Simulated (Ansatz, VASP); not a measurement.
**Two plane-wave programs on ZnS**

INCAR

```
PREC = Accurate
ENCUT = 520
EDIFF = 1E-6
ISMEAR = -1
SIGMA = 0.02
LREAL = False
LASPH = True
NELM = 80
ALGO = Normal
ISIF = 2
LWAVE = False
LCHARG = False
GGA = PE
NBANDS = 36
```

Contents of KPOINTS:

```
Automatic mesh
0
Gamma
  8 8 8
```

POSCAR

```
ZnS
1.0
    1.9885491638      1.0989656313      9.3548590261
   -1.9885491638      1.0989656313      9.3548590261
    0.0000000000     -2.1979312626      9.3548590261
Zn S
3 3
Direct
    0.9961486051      0.9961486051      1.0065274351
    0.2245728515      0.2245728515      0.2164225985
    0.4426717880      0.4426717880      0.4472143411
    0.0767743523      0.0767743523      0.0974821794
    0.5359631166      0.5359631166      0.5127319880
    0.3071952865      0.3071952865      0.3029474579
```

Input for Ansatz:

```yaml
crystal:
  lattice:
    - [1.9885491638, 1.0989656313, 9.3548590261]
    - [-1.9885491638, 1.0989656313, 9.3548590261]
    - [0.0, -2.1979312626, 9.3548590261]
  atoms:
    - { symbol: Zn, position: [0.9961486051, 0.9961486051, 1.0065274351] }
    - { symbol: Zn, position: [0.2245728515, 0.2245728515, 0.2164225985] }
    - { symbol: Zn, position: [0.442671788, 0.442671788, 0.4472143411] }
    - { symbol: S, position: [0.0767743523, 0.0767743523, 0.0974821794] }
    - { symbol: S, position: [0.5359631166, 0.5359631166, 0.512731988] }
    - { symbol: S, position: [0.3071952865, 0.3071952865, 0.3029474579] }
kpoints:
  mp_grid: { grid: [8, 8, 8] }
  band_path:
    path:
      - [0.0, 0.0, 0.0]
      - [-0.5, -0.5, -0.5]
      - [-0.5, -0.1758669768, -0.8241330232]
      - [-0.1758669768, 0.1758669768, -0.5]
      - [0.0, 0.0, -0.5]
      - [0.0, 0.3379334884, -0.3379334884]
      - [-0.3379334884, 0.0, -0.6620665116]
      - [-0.5, 0.0, -0.5]
    npoints: 1
hamiltonian:
  xc: pbe
scf:
  occupations: { method: fermi_dirac, width: 0.02 }
  n_extra_bands: 5
output:
  forces: true
  stress: true
  eigenvalues: true
```

Change from the starting cell: uniaxial_x strain +4.5%.

Alike in both runs: task single point; functional PBE; k mesh 8 × 8 × 8; occupations fermi-dirac, width 0.02 eV; no spin polarisation.

|  | VASP | Ansatz |
| --- | --- | --- |
| version | VASP 6.6.1 | Ansatz 0.2.0 |
| potentials or method | VASP PAW PBE potentials, release 64 (Zn, S) | plane waves, PAW |
| plane-wave cutoff (eV) | 520 | 420 |
| valence electrons in the cell | 54 | 54 |

|  | VASP | Ansatz | Ansatz less VASP |
| --- | --- | --- | --- |
| gap on the k mesh at the Fermi level (eV) | 1.95 | 1.95 | -0.003 |
| pressure (GPa) | -0.7 | -0.9 | -0.14 |
| traceless stress, the component that is largest in VASP (GPa) | -2.03 | -2.03 | +0.004 |
| rms of the force components (eV/Å) | 0.006 | 0.005 | -0.0011 |

Atom by atom the forces differ by 0.001 eV/Å (rms over components). The functional is the same, so the differences come from potentials, cutoffs and numerics.
